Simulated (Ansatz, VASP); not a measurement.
Zn in VASP and in Ansatz

```
Zn
1.0
     2.13673    1.23364    0.98226
    -2.13673    1.23364    0.98226
     0.00000   -2.46728    0.98226
Zn
1
Direct
  0.50000 0.50000 0.50000
```

Alike in both runs: functional PBE; k mesh 18 × 18 × 18; occupations gaussian, width 0.1 eV; no spin polarisation.

Ansatz relaxed the structure, and its values are those at the end. VASP's run is a single point on that final structure, the one shown.

```csv
,VASP,Ansatz
version,VASP 6.6.1,Ansatz 0.2.0
potentials or method,"VASP PAW PBE potentials, release 64 (Zn), cutoff 520 eV","scalar-relativistic, plane waves, PAW"
valence electrons in the cell,12,12
```

Ansatz gave:

| Item | Value |
| --- | --- |
| gap on the k mesh at the Fermi level (eV) | none |
| pressure (GPa) | 0.0 |

**Question.** What did VASP give for the same quantities?

**Answer.** gap on the k mesh at the Fermi level (eV): none; pressure (GPa): 0.3.

A gap of «none» marks a metal or a gap that the smearing closes.
